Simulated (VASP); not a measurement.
A run of VASP 6.6.1:

The input POSCAR:

```
SiNi
1.0
    0.0000000000      1.9421625854      1.9421625854
    1.9421625854      0.0000000000      1.9421625854
    1.9421625854      1.9421625854      0.0000000000
Ni Si
1 1
Direct
    0.0000000000      0.0000000000      0.0000000000
    0.5000000000      0.5000000000      0.5000000000
```

The input INCAR.step1:

```
SYSTEM = SiNi
PREC = Accurate
ENCUT = 520
EDIFF = 1E-7
ISMEAR = -1
SIGMA = 0.08
LREAL = .FALSE.
LASPH = .TRUE.
NELM = 60
ALGO = Normal
ISIF = 2
LWAVE = .FALSE.
LCHARG = .TRUE.
LMAXMIX = 4
GGA = PE
NBANDS = 14
```

The input KPOINTS.step1:

```
regular mesh
0
G
  14 14 14
  0 0 0
```

File INCAR.step2:

```
SYSTEM = SiNi
PREC = Accurate
ENCUT = 520
EDIFF = 1E-7
ISMEAR = -5
SIGMA = 0.08
LREAL = .FALSE.
LASPH = .TRUE.
NELM = 60
ALGO = Normal
ISIF = 2
LWAVE = .FALSE.
LCHARG = .FALSE.
LMAXMIX = 4
GGA = PE
LORBIT = 11
NBANDS = 14
NEDOS = 2001
ICHARG = 11
```

KPOINTS.step2

```
regular mesh
0
G
  21 21 21
  0 0 0
```

Potentials or basis: VASP PAW PBE potentials, release 64 (Ni, Si).

Run with:

```console
$ cat potpaw_PBE.64/Ni/POTCAR potpaw_PBE.64/Si/POTCAR > POTCAR
$ cp INCAR.step1 INCAR
$ cp KPOINTS.step1 KPOINTS
$ mpirun -np 1 vasp_std > vasp.out
$ cp INCAR.step2 INCAR
$ cp KPOINTS.step2 KPOINTS
$ mpirun -np 1 vasp_std > vasp.out
```

Hardware: 1 thread of Intel(R) Xeon(R) Platinum 8259CL CPU @ 2.50GHz (Skylake/Cascade Lake), with other jobs on the host.

Estimate the wall time of this run.

Wall time 42 s on 1 thread of Intel(R) Xeon(R) Platinum 8259CL CPU @ 2.50GHz (Skylake/Cascade Lake) (shared host), peak memory 0.17 GiB. Counts: k points 286.
